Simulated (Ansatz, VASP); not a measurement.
**Two plane-wave programs on CuI**

INCAR

```
SYSTEM = CuI
ALGO = Normal ; EDIFF = 1E-6
ENCUT = 520 ; GGA = PE
ISIF = 2 ; ISMEAR = 0
LASPH = .TRUE. ; LCHARG = .FALSE.
LREAL = .FALSE. ; LWAVE = .FALSE.
NBANDS = 16 ; NELM = 100
PREC = Accurate ; SIGMA = 0.05
```

The input KPOINTS:

```
k-points
0
G
  8 8 8
  0 0 0
```

File POSCAR:

```
CuI
1.0
    0.0000000000      3.4604645949      3.0672439239
    3.0672439239      0.0000000000      3.0672439239
    3.0672439239      3.4604645949      0.0000000000
Cu I
1 1
Direct
    0.7500000000      0.7500000000      0.7500000000
    0.0000000000      0.0000000000      0.0000000000
```

Input for Ansatz:

```yaml
crystal:
  lattice:
    - [0.0, 3.4604645949, 3.0672439239]
    - [3.0672439239, 0.0, 3.0672439239]
    - [3.0672439239, 3.4604645949, 0.0]
  atoms:
    - { symbol: Cu, position: [0.75, 0.75, 0.75] }
    - { symbol: I, position: [0.0, 0.0, 0.0] }
basis:
  ecutwfc: 520.0
kpoints:
  mp_grid: { grid: [8, 8, 8] }
hamiltonian:
  xc: pbe
scf:
  occupations: { method: gaussian, width: 0.05 }
output:
  forces: true
  stress: true
  eigenvalues: true
```

Alike in both runs: task single point; functional PBE; k mesh 8 × 8 × 8; occupations gaussian, width 0.05 eV; no spin polarisation.

|  | VASP | Ansatz |
| --- | --- | --- |
| version | VASP 6.6.1 | Ansatz 0.2.0 |
| potentials or method | VASP PAW PBE potentials, release 64 (Cu, I), cutoff 520 eV | scalar-relativistic, plane waves, PAW |
| valence electrons in the cell | 18 | 36 |

Ansatz gave:

- gap on the k mesh at the Fermi level (eV): 0.70
- least direct gap on the mesh (eV): 0.70
- pressure (GPa): -4.0
- traceless stress, the component that is largest in VASP (GPa): -1.62

Problem. What did VASP give for the same quantities?

Solution. gap on the k mesh at the Fermi level (eV): 0.72; least direct gap on the mesh (eV): 0.72; pressure (GPa): -3.9; traceless stress, the component that is largest in VASP (GPa): -1.61.

With one functional, cell and mesh, what is left measures potentials, basis and numerics. VASP's potentials hold 18 valence electrons a cell and Ansatz's 36, so a difference there can come from the potentials and not from the codes.

Neither program's run includes spin-orbit coupling.
